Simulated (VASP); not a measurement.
# LiAl32O48 (a cell with a defect) in VASP: a series of runs

The runs below take LiAl32O48 (a cell with a defect) through single point, with PBE.

Program: VASP 6.6.1. These are calculated values, not measurements. Logs are shortened: lines on timing, memory, paths and dates and some standing lists are left out, and cuts for length are marked.

## (1) The cell of the first run

The cell holds a defect, 81 atoms: a = 10.361 Å, b = 10.361 Å, c = 10.361 Å, α = 55.29°, β = 55.29°, γ = 55.29°.

## (2) Single point, PBE

INCAR reads:

```
PREC = Accurate
ENCUT = 650
EDIFF = 1E-6
ISMEAR = -1
SIGMA = 0.01
LREAL = Auto
LASPH = T
NELM = 120
ALGO = Normal
ISIF = 2
LWAVE = F
LCHARG = T
GGA = PE
LELF = T
LVHAR = T
NBANDS = 240
NELECT = 386.0
GGA_COMPAT = F
ISYM = -1
```

KPOINTS reads:

```
explicit points
1
Reciprocal
  0.25000000   0.25000000   0.25000000 1
```

POSCAR reads:

```
LiAl32O48
1.0
    4.8078835200      2.7758328500      8.7484141900
   -4.8078835200      2.7758328500      8.7484141900
    0.0000000000     -5.5516656900      8.7484141900
Al O Li
32 48 1
Direct
    0.3212023600      0.3231476000      0.3261615600
    0.4256163500      0.4260031800      0.4262536700
    0.0725752500      0.0738683600      0.0744577500
    0.1744966400      0.1752130600      0.1771369400
    0.3192710200      0.3199704600      0.8202342900
    0.4168598500      0.4175615300      0.9178131100
    0.0731080800      0.0737998900      0.5740668400
    0.1754641400      0.1761625900      0.6764354000
    0.3228039500      0.8251877600      0.3254285800
    0.4254871800      0.9271028500      0.4267731600
    0.0736906000      0.5740624400      0.0746426900
    0.1737896100      0.6784751500      0.1774933100
    0.3224588800      0.8258875100      0.8221626900
    0.4253055000      0.9259906000      0.9265790900
    0.0731711000      0.5741903900      0.5735390500
    0.1745173800      0.6768721700      0.6754564800
    0.8244704900      0.3235035800      0.3254465900
    0.9258110600      0.4261819500      0.4273732700
    0.5736807300      0.0743884000      0.0743238100
    0.6765276000      0.1744841900      0.1787440800
    0.8251885400      0.3219007400      0.8234181400
    0.9252884700      0.4263164000      0.9262665400
    0.5734973800      0.0732711300      0.5741304000
    0.6761769800      0.1751948800      0.6754743100
    0.8235141200      0.8242092100      0.3244780400
    0.9258793600      0.9265713500      0.4268401900
    0.5821242100      0.5828252200      0.0830842000
    0.6797103400      0.6804100100      0.1806708800
    0.8244902600      0.8251663800      0.8237662800
    0.9264110000      0.9265090100      0.9264481800
    0.5733655900      0.5743770600      0.5746510600
    0.6777838600      0.6772230600      0.6747569700
    0.2215328900      0.0285386500      0.3751652900
    0.4717088700      0.1267963500      0.2777049400
    0.0294032500      0.3747568200      0.2220604500
    0.3745279500      0.2182241400      0.0265137900
    0.1238417600      0.2784022000      0.4729017600
    0.2839446100      0.4692189400      0.1204925200
    0.2218098900      0.0265004000      0.8759807200
    0.4711172700      0.1238087900      0.7767480100
    0.0258048100      0.3757133200      0.7227734100
    0.3750138800      0.2225066600      0.5267698100
    0.1231071300      0.2764892800      0.9720768800
    0.2757877300      0.4718152100      0.6240717900
    0.2222391100      0.5279721400      0.3738477900
    0.4734234600      0.6251535300      0.2824205500
    0.0270448600      0.8758366500      0.2222378600
    0.3794598900      0.7157307700      0.0314173200
    0.1247782900      0.7781483300      0.4721044300
    0.2778792200      0.9702823700      0.1258827900
    0.2175248500      0.5262592900      0.8754884200
    0.4685261000      0.6202199200      0.7849117300
    0.0278435000      0.8749019800      0.7224924100
    0.3740594200      0.7218010600      0.5303613000
    0.1261014300      0.7774391400      0.9726702100
    0.2777045200      0.9726354300      0.6248041300
    0.7212793800      0.0277361600      0.3761002700
    0.9711438900      0.1254719600      0.2784138100
    0.5304550300      0.3801566300      0.2159959500
    0.8728820100      0.2229347800      0.0282384400
    0.6249235700      0.2785788300      0.4705375200
    0.7814581300      0.4741225200      0.1254151600
    0.7211030000      0.0301032200      0.8750192000
    0.9719426800      0.1245378600      0.7786701900
    0.5255572200      0.3752272600      0.7184817700
    0.8742094400      0.2222278300      0.5287996700
    0.6195213800      0.2846540100      0.9694849500
    0.7767473500      0.4724008600      0.6270634000
    0.7231970700      0.5285612200      0.3768332600
    0.9731802500      0.6246608200      0.2781370300
    0.5278661800      0.8765712100      0.2241568800
    0.8758748300      0.7238932100      0.0288278300
    0.6239654600      0.7778666200      0.4741422100
    0.7771730200      0.9738773500      0.1249247400
    0.7150330500      0.5311543100      0.8804235300
    0.9695837400      0.6256205500      0.7788405400
    0.5272750800      0.8735812800      0.7231986000
    0.8751426300      0.7219731600      0.5280082400
    0.6244567200      0.7821577100      0.9743866700
    0.7774515300      0.9718418800      0.6257369200
    0.4994837600      0.5001740800      0.0004778800
```

Potentials or basis: VASP PAW PBE potentials, release 64 (Al, O, Li_sv).

The run is started by

```
$ cat potpaw_PBE.64/Al/POTCAR potpaw_PBE.64/O/POTCAR potpaw_PBE.64/Li_sv/POTCAR > POTCAR
$ mpirun -np 1 vasp_std > vasp.out
```

OUTCAR:

```text
PREC = Accurate
   ENCUT = 650
   EDIFF = 1E-6
   ISMEAR = -1
   LREAL = Auto
   LASPH = T
   NELM = 120
   ISIF = 2
   GGA = PE
   NELECT = 386.0
   ISYM = -1

 ion  position               nearest neighbor table
   1  0.321  0.323  0.326-  37 1.86  34 1.87  38 1.89  42 1.98  45 1.98  59 2.06   2 2.69   8 2.80
                            81 2.81  20 2.84  12 2.84  18 3.23  10 3.23
   2  0.426  0.426  0.426-  44 1.87  61 1.87  46 1.88  42 1.99  45 1.99  59 2.01   1 2.69  27 2.79
                            15 2.82  23 2.82   5 3.20  17 3.26   9 3.27
   3  0.073  0.074  0.074-  47 1.87  39 1.88  60 1.88  43 1.97  58 1.99  50 2.00   4 2.68  26 2.82
                            22 2.82  14 2.82  12 3.23  20 3.23   8 3.25
   4  0.174  0.175  0.177-  33 1.87  36 1.87  35 1.87  58 1.98  50 2.00  43 2.00   3 2.68   9 2.81
                            17 2.81   5 2.85   7 3.25  11 3.26  19 3.27
   5  0.319  0.320  0.820-  44 1.84  43 1.84  40 1.84  36 2.04  65 2.04  51 2.04   6 2.56  16 2.85
                             4 2.85  24 2.85  14 3.20   2 3.20  22 3.20
   6  0.417  0.418  0.918-  51 1.88  65 1.88  36 1.88  52 1.93  67 1.93  38 1.93  81 2.17   5 2.56
                            31 2.79  11 2.79  19 2.79
   7  0.073  0.074  0.574-  53 1.87  33 1.87  66 1.87  56 2.00  37 2.00  64 2.00   8 2.69  10 2.82
                            30 2.82  18 2.82  16 3.25   4 3.25  24 3.25
   8  0.175  0.176  0.676-  39 1.88  41 1.88  42 1.88  64 1.99  56 1.99  37 1.99   7 2.69   1 2.80
                            13 2.80  21 2.80   3 3.25  15 3.25  23 3.25
   9  0.323  0.825  0.325-  49 1.87  46 1.87  50 1.87  33 1.98  54 2.00  71 2.00  10 2.68   4 2.81
[... 81 lines left out ...]
  67  0.620  0.285  0.969-  21 1.89   6 1.93  81 1.96  19 2.01  20 2.06
  68  0.777  0.472  0.627-  21 1.87  18 1.88  32 1.98  31 1.99
  69  0.723  0.529  0.377-  28 1.84  31 1.87  18 1.97  17 2.00
  70  0.973  0.625  0.278-  18 1.88  25 1.88  12 1.98  11 1.99
  71  0.528  0.877  0.224-  28 1.84  19 1.87  10 1.97   9 2.00
  72  0.876  0.724  0.029-  28 1.84  11 1.87  30 1.97  29 2.00
  73  0.624  0.778  0.474-  10 1.88  25 1.88  32 1.98  31 1.99
  74  0.777  0.974  0.125-  30 1.88  25 1.88  20 1.98  19 1.99
  75  0.715  0.531  0.880-  32 1.89  27 1.93  81 1.96  22 2.01  21 2.06
  76  0.970  0.626  0.779-  22 1.87  29 1.87  16 2.00  15 2.00
  77  0.527  0.874  0.723-  32 1.87  23 1.88  13 1.98  14 1.99
  78  0.875  0.722  0.528-  32 1.86  15 1.87  25 1.99  26 2.00
  79  0.624  0.782  0.974-  29 1.87  14 1.88  27 1.88  28 2.04
  80  0.777  0.972  0.626-  29 1.87  26 1.87  24 1.98  23 1.99
  81  0.499  0.500  0.000-  59 1.96  67 1.96  38 1.96  48 1.96  75 1.96  52 1.96  27 2.17   6 2.17
                             1 2.81  20 2.81  12 2.81  21 2.81  13 2.81  32 2.81

IMPORTANT INFORMATION: All symmetrisations will be switched off!
NOSYMM: (Re-)initialisation of all symmetry stuff for point group C_1.

----------------------------------------------------------------------------------------

                                     Primitive cell

  volume of cell :     700.5318

  direct lattice vectors                    reciprocal lattice vectors
     4.807883520  2.775832850  8.748414190     0.103995864  0.060042040  0.038102144
    -4.807883520  2.775832850  8.748414190    -0.103995864  0.060042040  0.038102144
     0.000000000 -5.551665690  8.748414190     0.000000000 -0.120084080  0.038102144

  length of vectors
    10.361261641 10.361261641 10.361261640     0.125983966  0.125983966  0.125983966

  position of ions in fractional coordinates (direct lattice)
     0.321202360  0.323147600  0.326161560
     0.425616350  0.426003180  0.426253670
     0.072575250  0.073868360  0.074457750
     0.174496640  0.175213060  0.177136940
     0.319271020  0.319970460  0.820234290
     0.416859850  0.417561530  0.917813110
[... 73 lines left out ...]
     0.777451530  0.971841880  0.625736920
     0.499483760  0.500174080  0.000477880

  ion indices of the primitive-cell ions
   primitive index   ion index
                 1           1
                 2           2
                 3           3
                 4           4
                 5           5
                 6           6
[... 73 lines left out ...]
                80          80
                81          81

----------------------------------------------------------------------------------------

 KPOINTS: explicit points

Read explicit list of k-points.

 Found      1 k-points:

 Following reciprocal coordinates:
            Coordinates               Weight
  0.250000  0.250000  0.250000      1.000000
   k-points           NKPTS =      1   k-points in BZ     NKDIM =      1   number of bands    NBANDS=    240
   number of dos      NEDOS =    301   number of ions     NIONS =     81
   total plane-waves  NPLWV = 729000
   dimension x,y,z NGX =    90 NGY =   90 NGZ =   90
   dimension x,y,z NGXF=   180 NGYF=  180 NGZF=  180
   ions per type =              32  48   1
   NGX,Y,Z   is equivalent  to a cutoff of  14.44, 14.44, 14.44 a.u.
   NGXF,Y,Z  is equivalent  to a cutoff of  28.88, 28.88, 28.88 a.u.
 SYSTEM =  unknown system
   PREC   = accura    normal or accurate (medium, high low for compatibility)
   ISTART =      0    job   : 0-new  1-cont  2-samecut
   ICHARG =      2    charge: 1-file 2-atom 10-const
   ISPIN  =      1    spin polarized calculation?
   LNONCOLLINEAR =      F non collinear calculations
   LSORBIT =      F    spin-orbit coupling
   LASPH  =      T    aspherical Exc in radial PAW
   ENCUT  =  650.0 eV  47.77 Ry    6.91 a.u.  21.54 21.54 21.54*2*pi/ulx,y,z
   NELM   =    120;   NELMIN=  2; NELMDL= -5     # of ELM steps
   EDIFF  = 0.1E-05   stopping-criterion for ELM
   LREAL  =      T    real-space projection
   EDIFFG = 0.1E-04   stopping-criterion for IOM
   NSW    =      0    number of steps for IOM
   IBRION =     -1    ionic relax: 0-MD 1-quasi-New 2-CG
   NFREE  =      0    steps in history (QN), initial steepest desc. (CG)
   ISIF   =      2    stress and relaxation
   ISYM   =     -1    0-nonsym 1-usesym 2-fastsym
   POTIM  = 0.5000    time-step for ionic-motion
   TEBEG  =    0.0;   TEEND  =   0.0 temperature during run
   PSTRESS=    0.0 pullay stress
   NELECT =     386.0000    total number of electrons
   NUPDOWN=      -1.0000    fix difference up-down
   EMIN   =  10.00;   EMAX   =-10.00  energy-range for DOS
   EFERMI =   0.00;   METHOD = LEGACY
   ISMEAR =    -1;   SIGMA  =   0.01  broadening in eV -4-tet -1-fermi 0-gaus
   EFERMI_NEDOS =   21; number of points for ismear=-14 and -15
   IALGO  =     38    algorithm
   IMIX   =      4    mixing-type and parameters
     AMIX     =   0.40;   BMIX     =  1.00
     AMIX_MAG =   1.60;   BMIX_MAG =  1.00
  volume/ion in A,a.u.               =       8.65        58.36
  Fermi-wavevector in a.u.,A,eV,Ry     =   1.342130  2.536258 24.508358  1.801314
  Thomas-Fermi vector in A             =   2.470309
   LORBIT       =      0    0 simple, 1 ext, 2 COOP (PROOUT), +10 PAW based schemes
   GGA     = PE    functional components
   LHFCALC =     F    Hartree Fock is set to
   AEXX    =    0.0000 exact exchange contribution
   IVDW    =     0    specifies the selected vdW correction
   LEPSILON=     F    determine dielectric tensor
   LRPA    =     F    only Hartree local field effects (RPA)
 non-spin polarized calculation
  energy-cutoff  :      650.00
  volume of cell :      700.53
 maximum number of plane-waves:     26313
 NGX is ok and might be reduce to    90
   NGX = 43   NGY = 43   NGZ = 43

 number of electron     386.0000017 magnetization

 Free energy of the ion-electron system (eV)
  ---------------------------------------------------
  ext. energy  EPLUGINS =         0.00000000
  ---------------------------------------------------
  free energy    TOTEN  =      -609.20780432 eV

  energy without entropy =     -609.20780432  energy(sigma->0) =     -609.20780432

 E-fermi :   6.1239     XC(G=0): -11.5597

 val. band max:        5.8184976247   @ k =   0.2500   0.2500   0.2500
 cond. band min:      12.0329174709   @ k =   0.2500   0.2500   0.2500
 fundamental gap:      6.2144198462
 Fermi energy:         6.1239048698

 k-point     1 :       0.2500    0.2500    0.2500
  band No.  band energies     occupation
      1     -36.9403      2.00000
      2     -13.0763      2.00000
      3     -12.5830      2.00000
      4     -12.2219      2.00000
      5     -12.1158      2.00000
      6     -12.1158      2.00000
[... 197 lines left out ...]
    204      15.0504      0.00000
    205      15.0674      0.00000
 [bands above 205 left out]

------------------------ aborting loop because EDIFF is reached ----------------------------------------

  FORCE on cell =-STRESS in cart. coord.  units (eV):
  Direction    XX          YY          ZZ          XY          YZ          ZX
  --------------------------------------------------------------------------------------
  -------------------------------------------------------------------------------------
  Total      -11.0984440    -11.1029840     -2.2989115     -0.0084934      0.0001770      0.0022145
  in kB      -25.3831106    -25.3934939     -5.2578114     -0.0194252      0.0004047      0.0050648
  external PRESSURE =     -18.6781386 kB  Pullay stress =       0.0000000 kB

 VOLUME and BASIS-vectors are now :
 -----------------------------------------------------------------------------
  energy-cutoff  :      650.00
  volume of cell :      700.53
      direct lattice vectors                 reciprocal lattice vectors
     4.807883520  2.775832850  8.748414190     0.103995864  0.060042040  0.038102144
    -4.807883520  2.775832850  8.748414190    -0.103995864  0.060042040  0.038102144
     0.000000000 -5.551665690  8.748414190     0.000000000 -0.120084080  0.038102144

 POSITION                                       TOTAL-FORCE (eV/Angst)
 -----------------------------------------------------------------------------------
     -0.00935     -0.02213      8.49044        -0.002989      0.001278      0.002966
     -0.00186     -0.00246     11.17936        -0.000068     -0.001674      0.005133
     -0.00622     -0.00686      1.93254         0.008932      0.008463     -0.005137
     -0.00344     -0.01267      4.60907        -0.001952     -0.008241     -0.002949
     -0.00336     -2.77924     12.76810         0.000058      0.001593      0.000694
     -0.00337     -2.77918     15.32927         0.000590      0.000673     -0.013486
[... 73 lines left out ...]
     -0.93461      1.38186     20.77775        -0.022421      0.000907      0.000777
     -0.00332      2.77223      8.74960        -0.000234      0.000130      0.001155
 -----------------------------------------------------------------------------------
    total drift:                               -0.020455     -0.016266     -0.010412

  FREE ENERGIE OF THE ION-ELECTRON SYSTEM (eV)
  ---------------------------------------------------
  free  energy   TOTEN  =      -609.2078043239 eV

  energy  without entropy=     -609.2078043239  energy(sigma->0) =     -609.20780432
```

Wall time 9.8 min (1 thread of AMD EPYC 9R45 (Zen 5), shared host); peak memory 1.3 GiB.

What came out:

```yaml
Free_energy: -609.2078 eV
Largest_force: 0.028 eV/Å
```

Forces in eV/Å, atoms in the order of the input:
```
Al  -0.003  0.001  0.003
Al   0.000 -0.002  0.005
Al   0.009  0.008 -0.005
Al  -0.002 -0.008 -0.003
Al   0.000  0.002  0.001
Al   0.001  0.001 -0.013
Al  -0.003 -0.001 -0.007
Al  -0.007 -0.006  0.001
Al  -0.007 -0.007  0.002
Al   0.008  0.002  0.009
Al   0.003  0.002 -0.007
Al   0.000  0.002 -0.004
Al  -0.005  0.000  0.001
Al   0.004 -0.001  0.005
Al  -0.002 -0.001 -0.008
Al  -0.004 -0.003  0.001
Al  -0.001 -0.001  0.003
Al   0.005  0.009  0.004
Al  -0.003  0.002 -0.005
Al   0.002 -0.005  0.000
Al   0.006  0.004 -0.002
Al   0.002 -0.001  0.005
Al   0.001 -0.001 -0.009
Al   0.002  0.000 -0.008
Al  -0.007 -0.005  0.006
Al   0.001  0.001  0.004
Al  -0.002  0.001  0.009
Al   0.001  0.000  0.000
Al  -0.004 -0.003  0.002
Al  -0.001  0.001  0.006
Al   0.000  0.001 -0.005
Al  -0.004  0.003  0.002
O    0.024 -0.001 -0.001
O    0.011  0.019 -0.001
O   -0.012 -0.019 -0.001
O   -0.012  0.013 -0.002
O    0.009 -0.020  0.000
O   -0.027 -0.007 -0.002
O    0.022 -0.001  0.001
O    0.012  0.018 -0.001
O   -0.011 -0.017  0.000
O   -0.009  0.020  0.000
O    0.011 -0.019  0.000
O   -0.022  0.000 -0.001
O    0.023  0.001  0.000
O    0.006  0.017  0.002
O   -0.013 -0.018  0.000
O   -0.020  0.020  0.002
O    0.010 -0.020  0.000
O   -0.022  0.001  0.001
O    0.019  0.004 -0.002
O    0.008  0.027 -0.002
O   -0.012 -0.019 -0.001
O   -0.010  0.020  0.000
O    0.012 -0.019  0.000
O   -0.022  0.002  0.000
O    0.023 -0.003  0.000
O    0.012  0.021  0.001
O   -0.008 -0.027  0.003
O   -0.011  0.020  0.001
O    0.011 -0.020  0.001
O   -0.018 -0.004  0.002
O    0.023 -0.001  0.001
O    0.014  0.018  0.000
O   -0.006 -0.017 -0.001
O   -0.011  0.020 -0.001
O    0.019 -0.021 -0.003
O   -0.021  0.000 -0.001
O    0.021 -0.001  0.001
O    0.012  0.018  0.000
O   -0.010 -0.018  0.001
O   -0.010  0.019  0.001
O    0.010 -0.018  0.000
O   -0.020  0.001  0.000
O    0.027  0.006  0.003
O    0.012  0.020  0.000
O   -0.011 -0.018  0.000
O   -0.010  0.021  0.001
O    0.013 -0.014  0.001
O   -0.022  0.001  0.001
Li   0.000  0.000  0.001
```

Levels at points of the mesh, in eV from the Fermi level:
| k point | band 189 | band 190 | band 191 | band 192 | band 193 | band 194 | band 195 | band 196 | band 197 | band 198 |
| --- | --- | --- | --- | --- | --- | --- | --- | --- | --- | --- |
| (0.25, 0.25, 0.25) | -0.50 | -0.47 | -0.47 | -0.31 | -0.31 | 5.91 | 7.39 | 8.35 | 8.60 | 8.70 |

Caveat: the cell carries a net charge on a neutralising background, which shifts energy and pressure; the cell is charged against a uniform background, so pressure and absolute levels hang on convention.

(Continued in part 2 of 4.)
